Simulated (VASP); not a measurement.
# Ti (Fm-3m) in VASP: notebook

The runs below take Ti through single point, with BLYP.

Everything below comes from runs of VASP 6.6.1. Logs are shortened: lines on timing, memory, paths and dates and some standing lists are left out, and cuts for length are marked.

## Step 1: The cell of the first run

It takes space group Fm-3m (No. 225, cubic). Conventional cell: a = 4.201 Å, b = 4.201 Å, c = 4.201 Å, α = 90.00°, β = 90.00°, γ = 90.00°. Within 3.9 Å of Ti (site symmetry m-3m) lie 12 Ti at 2.97 Å.

## Step 2: Single point, BLYP (volume scaled by 1.04)

INCAR reads:

```
SYSTEM = Ti
PREC = Accurate ; ENCUT = 520
EDIFF = 1E-7 ; ISMEAR = -1
SIGMA = 0.1 ; LREAL = .False.
LASPH = .True. ; NELM = 80
ALGO = Normal ; ISIF = 2
LWAVE = .False. ; LCHARG = .True.
GGA = B5 ; ALDAX = 1.0
AGGAX = 1.0 ; AGGAC = 1.0
ALDAC = 0.0 ; LELF = .True.
LVHAR = .True. ; NBANDS = 12
```

KPOINTS reads:

```
regular mesh
0
Gamma
  15 15 15
  0 0 0
```

POSCAR reads:

```
Ti
1.0
    0.0000000000      2.1005697914      2.1005697914
    2.1005697914      0.0000000000      2.1005697914
    2.1005697914      2.1005697914      0.0000000000
Ti
1
Direct
    0.0000000000      0.0000000000      0.0000000000
```

Potentials or basis: VASP PAW PBE potentials, release 64 (Ti_sv).

Started as:

```sh
$ cat potpaw_PBE.64/Ti_sv/POTCAR > POTCAR
$ mpirun -np 1 vasp_std > vasp.out
```

OUTCAR:

```text
SYSTEM = Ti
   PREC = Accurate
   ENCUT = 520
   EDIFF = 1E-7
   ISMEAR = -1
   LREAL = .False.
   LASPH = .True.
   NELM = 80
   ISIF = 2
   GGA = B5

 ion  position               nearest neighbor table
   1  0.000  0.000  0.000-

  LATTYP: Found a face centered cubic cell.
 ALAT       =     4.2011395828

  Lattice vectors:

 A1 = (   0.0000000000,   2.1005697914,   2.1005697914)
 A2 = (   2.1005697914,   0.0000000000,   2.1005697914)
 A3 = (   2.1005697914,   2.1005697914,   0.0000000000)

Analysis of symmetry for initial positions (statically):
=====================================================================
 Subroutine PRICEL returns:
 Original cell was already a primitive cell.

 Routine SETGRP: Setting up the symmetry group for a
 face centered cubic supercell.

 Subroutine GETGRP returns: Found 48 space group operations
 (whereof 48 operations were pure point group operations)
 out of a pool of 48 trial point group operations.

The static configuration has the point symmetry O_h .

Analysis of symmetry for dynamics (positions and initial velocities):
=====================================================================
 Subroutine PRICEL returns:
 Original cell was already a primitive cell.

 Routine SETGRP: Setting up the symmetry group for a
 face centered cubic supercell.

 Subroutine GETGRP returns: Found 48 space group operations
 (whereof 48 operations were pure point group operations)
 out of a pool of 48 trial point group operations.

The dynamic configuration has the point symmetry O_h .

 Subroutine INISYM returns: Found 48 space group operations
 (whereof 48 operations are pure point group operations),
 and found     1 'primitive' translations

----------------------------------------------------------------------------------------

                                     Primitive cell

  volume of cell :      18.5371

  direct lattice vectors                    reciprocal lattice vectors
     0.000000000  2.100569791  2.100569791    -0.238030653  0.238030653  0.238030653
     2.100569791  0.000000000  2.100569791     0.238030653 -0.238030653  0.238030653
     2.100569791  2.100569791  0.000000000     0.238030653  0.238030653 -0.238030653

  length of vectors
     2.970654288  2.970654288  2.970654288     0.412281185  0.412281185  0.412281185

  position of ions in fractional coordinates (direct lattice)
     0.000000000  0.000000000  0.000000000

  ion indices of the primitive-cell ions
   primitive index   ion index
[... 75 lines left out ...]
   EDIFFG = 0.1E-05   stopping-criterion for IOM
   NSW    =      0    number of steps for IOM
   IBRION =     -1    ionic relax: 0-MD 1-quasi-New 2-CG
   NFREE  =      0    steps in history (QN), initial steepest desc. (CG)
   ISIF   =      2    stress and relaxation
   ISYM   =      2    0-nonsym 1-usesym 2-fastsym
   POTIM  = 0.5000    time-step for ionic-motion
   TEBEG  =    0.0;   TEEND  =   0.0 temperature during run
   PSTRESS=    0.0 pullay stress
   NELECT =      12.0000    total number of electrons
   NUPDOWN=      -1.0000    fix difference up-down
   EMIN   =  10.00;   EMAX   =-10.00  energy-range for DOS
   EFERMI =   0.00;   METHOD = LEGACY
   ISMEAR =    -1;   SIGMA  =   0.10  broadening in eV -4-tet -1-fermi 0-gaus
   EFERMI_NEDOS =   21; number of points for ismear=-14 and -15
   IALGO  =     38    algorithm
   IMIX   =      4    mixing-type and parameters
     AMIX     =   0.40;   BMIX     =  1.00
     AMIX_MAG =   1.60;   BMIX_MAG =  1.00
  volume/ion in A,a.u.               =      18.54       125.09
  Fermi-wavevector in a.u.,A,eV,Ry     =   1.416190  2.676211 27.287757  2.005594
  Thomas-Fermi vector in A             =   2.537550
   LORBIT       =      0    0 simple, 1 ext, 2 COOP (PROOUT), +10 PAW based schemes
   GGA     = B5    functional components
   LHFCALC =     F    Hartree Fock is set to
   AEXX    =    0.0000 exact exchange contribution
   IVDW    =     0    specifies the selected vdW correction
   LEPSILON=     F    determine dielectric tensor
   LRPA    =     F    only Hartree local field effects (RPA)
 non-spin polarized calculation
  energy-cutoff  :      520.00
  volume of cell :       18.54
 maximum number of plane-waves:       531
 NGX is ok and might be reduce to    24
   NGX = 11   NGY = 11   NGZ = 11

 number of electron      11.9999998 magnetization

 Free energy of the ion-electron system (eV)
  ---------------------------------------------------
  ext. energy  EPLUGINS =         0.00000000
  ---------------------------------------------------
  free energy    TOTEN  =        -6.73503509 eV

  energy without entropy =       -6.67217431  energy(sigma->0) =       -6.70360470

 E-fermi :   8.0049     XC(G=0): -10.6650

 val. band max:        8.0029743139   @ k =   0.2667   0.0667   0.0000
 cond. band min:       8.0051671339   @ k =  -0.4000   0.3333   0.1333
 fundamental gap:      0.0021928200
 Fermi energy:         8.0049304960

 k-point     1 :       0.0000    0.0000    0.0000
  band No.  band energies     occupation
      1     -48.5795      2.00000
      2     -24.6738      2.00000
      3     -24.6738      2.00000
      4     -24.6738      2.00000
      5       2.2515      2.00000
      6       8.7640      0.00101
      7       8.7640      0.00101
      8       8.7640      0.00101
      9      10.2546      0.00000
     10      10.2546      0.00000
     11      23.0091      0.00000
     12      27.2135      0.00000
[... 331 lines left out ...]
 k-point    24 :       0.2000    0.1333    0.0000
  band No.  band energies     occupation
      1     -48.5459      2.00000
      2     -24.8279      2.00000
      3     -24.7222      2.00000
      4     -24.7178      2.00000
      5       3.4014      2.00000
      6       8.0657      0.70512
      7       9.1708      0.00002
      8       9.2242      0.00001
      9       9.6849      0.00000
     10      10.4811      0.00000
     11      23.1492      0.00000
     12      24.0343      0.00000

 [... further k-points ...]
[... 5 lines left out ...]
  --------------------------------------------------------------------------------------
  -------------------------------------------------------------------------------------
  Total       -0.4241500     -0.4241500     -0.4241500     -0.0000000     -0.0000000     -0.0000000
  in kB      -36.6596809    -36.6596809    -36.6596809     -0.0000000     -0.0000000     -0.0000000
  external PRESSURE =     -36.6596809 kB  Pullay stress =       0.0000000 kB

 VOLUME and BASIS-vectors are now :
 -----------------------------------------------------------------------------
  energy-cutoff  :      520.00
  volume of cell :       18.54
      direct lattice vectors                 reciprocal lattice vectors
     0.000000000  2.100569791  2.100569791    -0.238030653  0.238030653  0.238030653
     2.100569791  0.000000000  2.100569791     0.238030653 -0.238030653  0.238030653
     2.100569791  2.100569791  0.000000000     0.238030653  0.238030653 -0.238030653

 POSITION                                       TOTAL-FORCE (eV/Angst)
 -----------------------------------------------------------------------------------
      0.00000      0.00000      0.00000         0.000000      0.000000      0.000000
 -----------------------------------------------------------------------------------
    total drift:                                0.000000      0.000000     -0.000000

  FREE ENERGIE OF THE ION-ELECTRON SYSTEM (eV)
  ---------------------------------------------------
  free  energy   TOTEN  =        -6.7350350900 eV

  energy  without entropy=       -6.6721743121  energy(sigma->0) =       -6.70360470
```

stdout:

```text
POSCAR found type information on POSCAR Ti
 POSCAR found :  1 types and       1 ions
 scaLAPACK will be used
 -----------------------------------------------------------------------------
|                                                                             |
|                                                                             |
|     You enforced a specific xc type in the INCAR file but a different       |
|     I HOPE YOU KNOW WHAT YOU ARE DOING!                                     |
|                                                                             |
 -----------------------------------------------------------------------------

 LDA part: xc-table for (Slater(with rela. corr.)+VWN5), standard interpolation
 POSCAR, INCAR and KPOINTS ok, starting setup
 FFT: planning ... GRIDC
 FFT: planning ... GRID_SOFT
 FFT: planning ... GRID
 WAVECAR not read
 entering main loop
```

Wall time 43 s (1 thread of Intel Xeon 8259CL, shared host); peak memory 0.15 GiB.

What came out:

* Free energy: -6.7350 eV
* Pressure: -3.7 GPa
* Band gap on the k mesh: zero (band 6 reaches 8.76 eV, above the bottom of band 7 at 7.74 eV)

Caveat: the PAW data sets were made with another functional, which shifts forces and pressure a little.

## Step 3: Single point, BLYP (volume scaled by 1.08)

INCAR reads:

```
SYSTEM = Ti
PREC     = Accurate       ! precision mode
ENCUT    = 520            ! plane-wave cutoff, eV
EDIFF    = 1E-6           ! SCF threshold, eV
ISMEAR   = -1             ! smearing method
SIGMA    = 0.1            ! smearing width, eV
LREAL    = .False.        ! projectors in reciprocal space
LASPH    = .True.         ! aspherical terms in the spheres
NELM     = 60             ! most SCF steps
ALGO     = Normal         ! electronic algorithm
ISIF     = 2              ! what is computed and relaxed
LWAVE    = .False.        ! write WAVECAR
LCHARG   = .False.        ! write CHGCAR
GGA      = B5             ! functional
ALDAX    = 1.0          
AGGAX    = 1.0          
AGGAC    = 1.0          
ALDAC    = 0.0          
NBANDS   = 12             ! bands
```

KPOINTS is that of step 2.

POSCAR reads:

```
Ti
1.0
    0.0000000000      2.1271621055      2.1271621055
    2.1271621055      0.0000000000      2.1271621055
    2.1271621055      2.1271621055      0.0000000000
Ti
1
Direct
    0.0000000000      0.0000000000      0.0000000000
```

Potentials or basis: VASP PAW PBE potentials, release 64 (Ti_sv).

Started as:

```sh
$ cat potpaw_PBE.64/Ti_sv/POTCAR > POTCAR
$ mpirun -np 1 vasp_std > vasp.out
```

OUTCAR:

```text
SYSTEM = Ti
   PREC = Accurate
   ENCUT = 520
   EDIFF = 1E-6
   ISMEAR = -1
   LREAL = .False.
   LASPH = .True.
   NELM = 60
   ISIF = 2
   GGA = B5

 ion  position               nearest neighbor table
   1  0.000  0.000  0.000-

  LATTYP: Found a face centered cubic cell.
 ALAT       =     4.2543242110

  Lattice vectors:

 A1 = (   0.0000000000,   2.1271621055,   2.1271621055)
 A2 = (   2.1271621055,   0.0000000000,   2.1271621055)
 A3 = (   2.1271621055,   2.1271621055,   0.0000000000)

Analysis of symmetry for initial positions (statically):
=====================================================================
 Subroutine PRICEL returns:
 Original cell was already a primitive cell.

 Routine SETGRP: Setting up the symmetry group for a
 face centered cubic supercell.

 Subroutine GETGRP returns: Found 48 space group operations
 (whereof 48 operations were pure point group operations)
 out of a pool of 48 trial point group operations.

The static configuration has the point symmetry O_h .

Analysis of symmetry for dynamics (positions and initial velocities):
=====================================================================
 Subroutine PRICEL returns:
 Original cell was already a primitive cell.

 Routine SETGRP: Setting up the symmetry group for a
 face centered cubic supercell.

 Subroutine GETGRP returns: Found 48 space group operations
 (whereof 48 operations were pure point group operations)
 out of a pool of 48 trial point group operations.

The dynamic configuration has the point symmetry O_h .

 Subroutine INISYM returns: Found 48 space group operations
 (whereof 48 operations are pure point group operations),
 and found     1 'primitive' translations

----------------------------------------------------------------------------------------

                                     Primitive cell

  volume of cell :      19.2500

  direct lattice vectors                    reciprocal lattice vectors
[... 105 lines left out ...]
     AMIX_MAG =   1.60;   BMIX_MAG =  1.00
  volume/ion in A,a.u.               =      19.25       129.91
  Fermi-wavevector in a.u.,A,eV,Ry     =   1.398486  2.642755 26.609756  1.955762
  Thomas-Fermi vector in A             =   2.521639
   LORBIT       =      0    0 simple, 1 ext, 2 COOP (PROOUT), +10 PAW based schemes
   GGA     = B5    functional components
   LHFCALC =     F    Hartree Fock is set to
   AEXX    =    0.0000 exact exchange contribution
   IVDW    =     0    specifies the selected vdW correction
   LEPSILON=     F    determine dielectric tensor
   LRPA    =     F    only Hartree local field effects (RPA)
 non-spin polarized calculation
  energy-cutoff  :      520.00
  volume of cell :       19.25
 maximum number of plane-waves:       534
   NGX = 11   NGY = 11   NGZ = 11

 number of electron      12.0000004 magnetization

 Free energy of the ion-electron system (eV)
  ---------------------------------------------------
  ext. energy  EPLUGINS =         0.00000000
  ---------------------------------------------------
  free energy    TOTEN  =        -6.71213210 eV

  energy without entropy =       -6.64641331  energy(sigma->0) =       -6.67927271

 E-fermi :   7.6281     XC(G=0): -10.4959

 val. band max:        7.6241842907   @ k =  -0.4000   0.3333   0.1333
 cond. band min:       7.6296288454   @ k =   0.3333   0.0000   0.0000
 fundamental gap:      0.0054445547
 Fermi energy:         7.6280623072

 k-point     1 :       0.0000    0.0000    0.0000
  band No.  band energies     occupation
      1     -49.0164      2.00000
      2     -25.1438      2.00000
      3     -25.1438      2.00000
      4     -25.1438      2.00000
      5       1.9658      2.00000
      6       8.3620      0.00130
      7       8.3620      0.00130
      8       8.3620      0.00130
      9       9.7789      0.00000
     10       9.7789      0.00000
     11      22.4218      0.00000
     12      26.4451      0.00000
[... 331 lines left out ...]
 k-point    24 :       0.2000    0.1333    0.0000
  band No.  band energies     occupation
      1     -48.9877      2.00000
      2     -25.2794      2.00000
      3     -25.1867      2.00000
      4     -25.1828      2.00000
      5       3.0812      2.00000
      6       7.7008      0.65133
      7       8.7498      0.00003
      8       8.7991      0.00002
      9       9.2411      0.00000
     10       9.9941      0.00000
     11      22.4022      0.00000
     12      23.3438      0.00000

 [... further k-points ...]
[... 5 lines left out ...]
  --------------------------------------------------------------------------------------
  -------------------------------------------------------------------------------------
  Total       -0.8015563     -0.8015563     -0.8015563     -0.0000000     -0.0000000      0.0000000
  in kB      -66.7133696    -66.7133696    -66.7133696     -0.0000000     -0.0000000      0.0000000
  external PRESSURE =     -66.7133696 kB  Pullay stress =       0.0000000 kB

 VOLUME and BASIS-vectors are now :
 -----------------------------------------------------------------------------
  energy-cutoff  :      520.00
  volume of cell :       19.25
      direct lattice vectors                 reciprocal lattice vectors
     0.000000000  2.127162106  2.127162106    -0.235054958  0.235054958  0.235054958
     2.127162106  0.000000000  2.127162106     0.235054958 -0.235054958  0.235054958
     2.127162106  2.127162106  0.000000000     0.235054958  0.235054958 -0.235054958

 POSITION                                       TOTAL-FORCE (eV/Angst)
 -----------------------------------------------------------------------------------
      0.00000      0.00000      0.00000        -0.000000     -0.000000     -0.000000
 -----------------------------------------------------------------------------------
    total drift:                               -0.000000      0.000000      0.000000

  FREE ENERGIE OF THE ION-ELECTRON SYSTEM (eV)
  ---------------------------------------------------
  free  energy   TOTEN  =        -6.7121320981 eV

  energy  without entropy=       -6.6464133130  energy(sigma->0) =       -6.67927271
```

Wall time 36 s (1 thread of Intel Xeon 8259CL, shared host); peak memory 0.15 GiB.

What came out:

* Free energy: -6.7121 eV
* Pressure: -6.7 GPa
* Band gap on the k mesh: zero (band 6 reaches 8.36 eV, above the bottom of band 7 at 7.38 eV)

Caveat: the PAW data sets were made with another functional, which shifts forces and pressure a little.
